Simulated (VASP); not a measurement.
A run of VASP 6.6.1:

File INCAR:

```
ALGO = Normal
EDIFF = 1E-6
ENCUT = 520
GGA = PS
ISIF = 2
ISMEAR = -1
LASPH = T
LCHARG = T
LELF = T
LREAL = F
LVHAR = T
LWAVE = F
NBANDS = 18
NELM = 60
PREC = Accurate
SIGMA = 0.15
```

KPOINTS

```
k-points
0
Gamma
  9 9 9
```

File POSCAR:

```
TiPd
1.0
    3.0928324674      0.0000000000      0.0000000000
    0.0000000000      3.0928324674      0.0000000000
    0.0000000000      0.0000000000      3.0928324674
Ti Pd
1 1
Direct
    0.5000000000      0.5000000000      0.5000000000
    0.0000000000      0.0000000000      0.0000000000
```

Potentials or basis: VASP PAW PBE potentials, release 64 (Ti_sv, Pd).

Run with:

```bash
$ cat potpaw_PBE.64/Ti_sv/POTCAR potpaw_PBE.64/Pd/POTCAR > POTCAR
$ mpirun -np 1 vasp_std > vasp.out
```

Hardware: 1 thread of Intel Xeon 6975P-C (shared host).

Question: How long does it take, and how much memory?

Answer: Wall time 8.2 s on 1 thread of Intel Xeon 6975P-C, on a shared host, peak memory 0.15 GiB. Counts: scf iterations 14, k points 35.
